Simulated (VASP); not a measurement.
Here is a VASP 6.6.1 calculation.

INCAR

```
SYSTEM = Sn2PI
PREC = Accurate ; ENCUT = 520
EDIFF = 1E-6 ; ISMEAR = 0
SIGMA = 0.1 ; LREAL = .False.
LASPH = .True. ; NELM = 60
ALGO = Normal ; ISIF = 2
LWAVE = .False. ; LCHARG = .True.
LDIPOL = .True. ; IDIPOL = 3
DIPOL = 0.5 0.5 0.272 ; GGA = PE
LELF = .True. ; LVHAR = .True.
LVACPOTAV = .True. ; NBANDS = 28
```

File KPOINTS:

```
regular mesh
0
Gamma
  12 12 1
  0 0 0
```

POSCAR

```
Sn2PI
1.0
    3.9686910247     -0.0000003056      0.0000000000
   -1.9843452477      3.4369874000      0.0000000000
    0.0000000000      0.0000000000     36.9088187404
Sn P I
2 1 1
Direct
    0.0000000000      0.0000000000      0.2360226937
    0.0000000000      0.0000000000      0.3229325730
    0.6666666667      0.3333333333      0.3539638817
    0.6666666667      0.3333333333      0.1761612711
```

Potentials or basis: VASP PAW PBE potentials, release 64 (Sn_d, P, I).

Launch:

```console
$ cat potpaw_PBE.64/Sn_d/POTCAR potpaw_PBE.64/P/POTCAR potpaw_PBE.64/I/POTCAR > POTCAR
$ mpirun -np 1 vasp_std > vasp.out
```

(1) Predict the band gap on the k mesh.

(2) Predict the largest force.

## Answers

(1) zero (band 20 reaches -2.04 eV, above the bottom of band 21 at -2.74 eV).

(2) 0.007 eV/Å.

Caveat: spin-orbit coupling is left out, which moves the levels of the heavy elements.
